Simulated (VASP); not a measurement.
# WC (Imm2) in VASP: single point with r2SCAN

Aim: the single point of WC with r2SCAN.

All numbers are computed with VASP 6.6.1; they aren't measurements. Logs are shortened: lines on timing, memory, paths and dates and some standing lists are left out, and cuts for length are marked.

**1. The cell of the first run**

It takes space group Imm2 (No. 44, orthorhombic). The conventional cell has a = 3.101 Å, b = 4.385 Å, c = 3.101 Å, α = 90.00°, β = 90.00°, γ = 90.00°. Within 2.7 Å of W (site symmetry mm2) lie 6 C at 2.02 to 2.38 Å. Within 2.7 Å of C (site symmetry mm2) lie 6 W at 2.02 to 2.38 Å.

**2. Single point, r2SCAN**

POSCAR

```
WC
1.0
    0.0000000000      2.1926840000      2.1926840000
    2.1926840000      0.0000000000      2.1926840000
    2.1926840000      2.1926840000      0.0000000000
W C
1 1
Direct
    0.0806211453      0.0000000000      0.0000000000
    0.5000000000      0.5000000000      0.5000000000
```

INCAR.step1

```
PREC = Accurate
ENCUT = 520
ISMEAR = 0
SIGMA = 0.15
LREAL = False
LASPH = True
NELM = 60
NBANDS = 16
GGA = PE
ALGO = Normal
EDIFF = 1E-4
LWAVE = True
LCHARG = False
```

INCAR.step2

```
PREC = Accurate
ENCUT = 520
EDIFF = 1E-6
ISMEAR = 0
SIGMA = 0.15
LREAL = False
LASPH = True
NELM = 60
ALGO = Normal
ISIF = 2
LWAVE = False
LCHARG = True
METAGGA = R2SCAN
LMIXTAU = True
LELF = True
LVHAR = True
NBANDS = 16
ISTART = 1
```

KPOINTS

```
regular mesh
0
Gamma
  18 18 18
```

Potentials or basis: VASP PAW PBE potentials, release 64 (W_sv, C).

On the command line:

```sh
cat potpaw_PBE.64/W_sv/POTCAR potpaw_PBE.64/C/POTCAR > POTCAR
cp INCAR.step1 INCAR
mpirun -np 1 vasp_std > vasp.out
cp INCAR.step2 INCAR
mpirun -np 1 vasp_std > vasp.out
```

OUTCAR:

```text
PREC = Accurate
   ENCUT = 520
   EDIFF = 1E-6
   ISMEAR = 0
   LREAL = False
   LASPH = True
   NELM = 60
   ISIF = 2
   METAGGA = R2SCAN
   ISTART = 1

 ion  position               nearest neighbor table
   1  0.081  0.000  0.000-   2 2.02   2 2.02   2 2.21   2 2.21   2 2.38   2 2.38
   2  0.500  0.500  0.500-   1 2.02   1 2.02   1 2.21   1 2.21   1 2.38   1 2.38

  LATTYP: Found a face centered cubic cell.
 ALAT       =     4.3853680000

  Lattice vectors:

 A1 = (   0.0000000000,   2.1926840000,   2.1926840000)
 A2 = (   2.1926840000,   0.0000000000,   2.1926840000)
 A3 = (   2.1926840000,   2.1926840000,   0.0000000000)

Analysis of symmetry for initial positions (statically):
=====================================================================
 Subroutine PRICEL returns:
 Original cell was already a primitive cell.

 Routine SETGRP: Setting up the symmetry group for a
 face centered cubic supercell.

 Subroutine GETGRP returns: Found  4 space group operations
 (whereof  4 operations were pure point group operations)
 out of a pool of 48 trial point group operations.

The static configuration has the point symmetry C_2v.

Analysis of symmetry for dynamics (positions and initial velocities):
=====================================================================
 Subroutine PRICEL returns:
 Original cell was already a primitive cell.

 Routine SETGRP: Setting up the symmetry group for a
 face centered cubic supercell.

 Subroutine GETGRP returns: Found  4 space group operations
 (whereof  4 operations were pure point group operations)
 out of a pool of 48 trial point group operations.

The dynamic configuration has the point symmetry C_2v.

 Subroutine INISYM returns: Found  4 space group operations
 (whereof  4 operations are pure point group operations),
 and found     1 'primitive' translations

----------------------------------------------------------------------------------------

                                     Primitive cell

  volume of cell :      21.0842

  direct lattice vectors                    reciprocal lattice vectors
     0.000000000  2.192684000  2.192684000    -0.228031034  0.228031034  0.228031034
     2.192684000  0.000000000  2.192684000     0.228031034 -0.228031034  0.228031034
     2.192684000  2.192684000  0.000000000     0.228031034  0.228031034 -0.228031034

  length of vectors
     3.100923451  3.100923451  3.100923451     0.394961337  0.394961337  0.394961337
[... 74 lines left out ...]
   ICHARG =      0    charge: 1-file 2-atom 10-const
   ISPIN  =      1    spin polarized calculation?
   LNONCOLLINEAR =      F non collinear calculations
   LSORBIT =      F    spin-orbit coupling
   LASPH  =      T    aspherical Exc in radial PAW
   ENCUT  =  520.0 eV  38.22 Ry    6.18 a.u.   5.77  5.77  5.77*2*pi/ulx,y,z
   NELM   =     60;   NELMIN=  2; NELMDL=  0     # of ELM steps
   EDIFF  = 0.1E-05   stopping-criterion for ELM
   LREAL  =      F    real-space projection
   EDIFFG = 0.1E-04   stopping-criterion for IOM
   NSW    =      0    number of steps for IOM
   IBRION =     -1    ionic relax: 0-MD 1-quasi-New 2-CG
   NFREE  =      0    steps in history (QN), initial steepest desc. (CG)
   ISIF   =      2    stress and relaxation
   ISYM   =      2    0-nonsym 1-usesym 2-fastsym
   POTIM  = 0.5000    time-step for ionic-motion
   TEBEG  =    0.0;   TEEND  =   0.0 temperature during run
   PSTRESS=    0.0 pullay stress
   NELECT =      18.0000    total number of electrons
   NUPDOWN=      -1.0000    fix difference up-down
   EMIN   =  10.00;   EMAX   =-10.00  energy-range for DOS
   EFERMI =   0.00;   METHOD = LEGACY
   ISMEAR =     0;   SIGMA  =   0.15  broadening in eV -4-tet -1-fermi 0-gaus
   EFERMI_NEDOS =   21; number of points for ismear=-14 and -15
   IALGO  =     38    algorithm
   IMIX   =      4    mixing-type and parameters
     AMIX     =   0.40;   BMIX     =  1.00
     AMIX_MAG =   1.60;   BMIX_MAG =  1.00
  volume/ion in A,a.u.               =      10.54        71.14
  Fermi-wavevector in a.u.,A,eV,Ry     =   1.553029  2.934800 32.815887  2.411900
  Thomas-Fermi vector in A             =   2.657319
   LORBIT       =      0    0 simple, 1 ext, 2 COOP (PROOUT), +10 PAW based schemes
   METAGGA = R2SCAN    functional components
   LHFCALC =     F    Hartree Fock is set to
   AEXX    =    0.0000 exact exchange contribution
   IVDW    =     0    specifies the selected vdW correction
   LEPSILON=     F    determine dielectric tensor
   LRPA    =     F    only Hartree local field effects (RPA)
 non-spin polarized calculation
 Gauss-broadening in eV      SIGMA  =   0.15
  energy-cutoff  :      520.00
  volume of cell :       21.08
 maximum number of plane-waves:       588
   NGX = 11   NGY = 11   NGZ = 11

 number of electron      18.0000001 magnetization

 Free energy of the ion-electron system (eV)
  ---------------------------------------------------
  ext. energy  EPLUGINS =         0.00000000
  ---------------------------------------------------
  free energy    TOTEN  =       -60.41741932 eV

  energy without entropy =      -60.40708101  energy(sigma->0) =      -60.41225017

 E-fermi :  12.2808     XC(G=0): -14.8147

 val. band max:       12.2797646210   @ k =   0.2222  -0.3889  -0.1111
 cond. band min:      12.2833471854   @ k =   0.3889   0.1667  -0.2778
 fundamental gap:      0.0035825643
 Fermi energy:        12.2808408026

 k-point     1 :       0.0000    0.0000    0.0000
  band No.  band energies     occupation
      1     -64.9746      2.00000
      2     -28.3564      2.00000
      3     -28.3547      2.00000
      4     -28.3132      2.00000
      5      -4.2761      2.00000
      6       8.2746      2.00000
[... 433 lines left out ...]
      3     -28.3676      2.00000
      4     -28.3301      2.00000
      5      -3.9509      2.00000
      6       7.4140      2.00000
[... 8 lines left out ...]
     15      23.4665      0.00000
     16      33.3470      0.00000

 [... further k-points ...]
[... 5 lines left out ...]
  --------------------------------------------------------------------------------------
  -------------------------------------------------------------------------------------
  Total       -0.5044205      1.5221487      1.5221487      0.0000000     -0.3728764      0.0000000
  in kB      -38.3305571    115.6670151    115.6670151      0.0000000    -28.3346198      0.0000000
  external PRESSURE =      64.3344911 kB  Pullay stress =       0.0000000 kB

 VOLUME and BASIS-vectors are now :
 -----------------------------------------------------------------------------
  energy-cutoff  :      520.00
  volume of cell :       21.08
      direct lattice vectors                 reciprocal lattice vectors
     0.000000000  2.192684000  2.192684000    -0.228031034  0.228031034  0.228031034
     2.192684000  0.000000000  2.192684000     0.228031034 -0.228031034  0.228031034
     2.192684000  2.192684000  0.000000000     0.228031034  0.228031034 -0.228031034

 POSITION                                       TOTAL-FORCE (eV/Angst)
 -----------------------------------------------------------------------------------
      0.00000      0.17678      0.17678        -0.000000     -1.314309     -1.314309
      2.19268      2.19268      2.19268         0.000000      1.314309      1.314309
 -----------------------------------------------------------------------------------
    total drift:                               -0.000001      0.000165      0.000165

  FREE ENERGIE OF THE ION-ELECTRON SYSTEM (eV)
  ---------------------------------------------------
  free  energy   TOTEN  =       -60.4174193244 eV

  energy  without entropy=      -60.4070810110  energy(sigma->0) =      -60.41225017
```

OUTCAR.step1:

```text
PREC = Accurate
   ENCUT = 520
   ISMEAR = 0
   LREAL = False
   LASPH = True
[... 677 lines left out ...]
      0.00000      0.17678      0.17678         0.000000     -1.426249     -1.426249
      2.19268      2.19268      2.19268        -0.000000      1.426249      1.426249
 -----------------------------------------------------------------------------------
    total drift:                               -0.000000     -0.001684     -0.001684

  FREE ENERGIE OF THE ION-ELECTRON SYSTEM (eV)
  ---------------------------------------------------
  free  energy   TOTEN  =       -21.3279399599 eV

  energy  without entropy=      -21.3170756579  energy(sigma->0) =      -21.32250781
```

OSZICAR.step1:

```text
N       E                     dE             d eps       ncg     rms          rms(c)
DAV:   1     0.112121071748E+03    0.11212E+03   -0.94747E+03 27696   0.124E+03
DAV:   2    -0.214983455291E+02   -0.13362E+03   -0.12894E+03 33376   0.344E+02
DAV:   3    -0.248226826231E+02   -0.33243E+01   -0.33097E+01 30024   0.514E+01
DAV:   4    -0.248401786969E+02   -0.17496E-01   -0.17495E-01 35808   0.421E+00
DAV:   5    -0.248403186300E+02   -0.13993E-03   -0.13993E-03 30232   0.350E-01    0.322E+01
DAV:   6    -0.214267336922E+02    0.34136E+01   -0.85137E+00 33496   0.278E+01    0.834E+00
DAV:   7    -0.213558926847E+02    0.70841E-01   -0.49660E-01 28232   0.567E+00    0.653E+00
DAV:   8    -0.213294591261E+02    0.26434E-01   -0.66770E-02 32696   0.220E+00    0.107E+00
DAV:   9    -0.213279880552E+02    0.14711E-02   -0.33065E-03 29352   0.467E-01    0.129E-01
DAV:  10    -0.213279399599E+02    0.48095E-04   -0.33520E-04 31888   0.205E-01
   1 F= -.21327940E+02 E0= -.21322508E+02  d E =-.108643E-01
```

Run time: 23 min. Hardware: 1 thread of Oxide Virtual Turin-like, shared host; peak memory 0.35 GiB.

Results:

```
Free energy            : -60.4174 eV
Pressure               : 6.4 GPa
Largest force          : 1.859 eV/Å
Band gap on the k mesh : zero (bands 9 and 10 overlap by 3.13 eV)
```

Forces in eV/Å, atoms in the order of the input:
```
W    0.000 -1.314 -1.314
C    0.000  1.314  1.314
```

Stress tensor (GPa, compression positive):
```
-3.83  0.00  0.00
 0.00 11.57 -2.83
 0.00 -2.83 11.57
```

Levels at points of the mesh, in eV from the Fermi level:
```
           k point  band 5  band 6  band 7  band 8  band 9  band 10  band 11  band 12  band 13  band 14
(0.00, 0.00, 0.00)  -16.56   -4.01   -3.78   -3.19   -2.72    -1.33     0.32     1.25     1.60     6.85
(0.50, 0.00, 0.00)  -12.29   -9.77   -6.95   -6.75    1.13     1.29     2.70     5.11     9.19     9.41
(0.00, 0.50, 0.00)  -12.05  -10.03   -6.68   -6.37    1.07     1.07     2.55     4.31     8.14     9.33
(0.50, 0.50, 0.00)  -14.30   -6.25   -5.73   -2.87   -1.97     1.42     2.44     2.47     5.17     7.55
(0.00, 0.50, 0.50)  -14.32   -6.61   -5.82   -3.23   -1.35     1.75     2.47     2.49     6.01     7.08
```

Caveat: the cell differs from its parent crystal (all W atoms moved -0.250 Å, as atom 1 towards its neighbour atom 1 (W) at 3.101 Å); the stress differs along the axes, from -4 to 12 GPa; the PAW data sets were made with another functional, which shifts forces and pressure a little; spin-orbit coupling is left out, which moves the levels of the heavy elements.
